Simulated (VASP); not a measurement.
Write the native input for VASP 6.6.1 that does the following.

```
Task                   : single point
Functional             : PBE
Potentials or basis    : VASP PAW PBE potentials, release 64 (Ga_d, P, As)
Cutoff                 : 520 eV
k mesh                 : 10 × 10 × 10
Occupations            : gaussian, width 0.02 eV
Spin                   : no spin polarisation
Dipole correction      : no
Further INCAR settings : ALGO = Normal; EDIFF = 1e-07; NBANDS = 36
```

The structure of Ga3AsP2 lies in POSCAR:

```
Ga3AsP2
1.0
   -1.9735283107      1.9735283107      8.3829158382
    1.9735283107     -1.9735283107      8.3829158382
    1.9735283107      1.9735283107     -8.3829158382
Ga P As
3 2 1
Direct
    0.0000000000      0.0000000000      0.0000000000
    0.6625269662      0.6625269662      0.0000000000
    0.3374730338      0.3374730338      0.0000000000
    0.5813004453      0.0813004453      0.5000000000
    0.9186995547      0.4186995547      0.5000000000
    0.2500000000      0.7500000000      0.5000000000
```

One way to write it, as run:

INCAR

```
ALGO = Normal
EDIFF = 1E-7
ENCUT = 520
GGA = PE
ISIF = 2
ISMEAR = 0
LASPH = T
LCHARG = F
LREAL = F
LWAVE = F
NBANDS = 36
NELM = 60
PREC = Accurate
SIGMA = 0.02
```

KPOINTS

```
k-points
0
Gamma
  10 10 10
```

Potentials or basis: VASP PAW PBE potentials, release 64 (Ga_d, P, As).

Run with:

```bash
$ cat potpaw_PBE.64/Ga_d/POTCAR potpaw_PBE.64/P/POTCAR potpaw_PBE.64/As/POTCAR > POTCAR
$ mpirun -np 1 vasp_std > vasp.out
```

It gave:

The pressure is 0.1 GPa and the largest force is 0.015 eV/Å. The band gap on the k mesh is 1.04 eV.

Run time: 28 min on 1 thread of Intel(R) Xeon(R) Platinum 8375C CPU @ 2.90GHz (Ice Lake), on a shared host, peak memory 0.97 GiB.
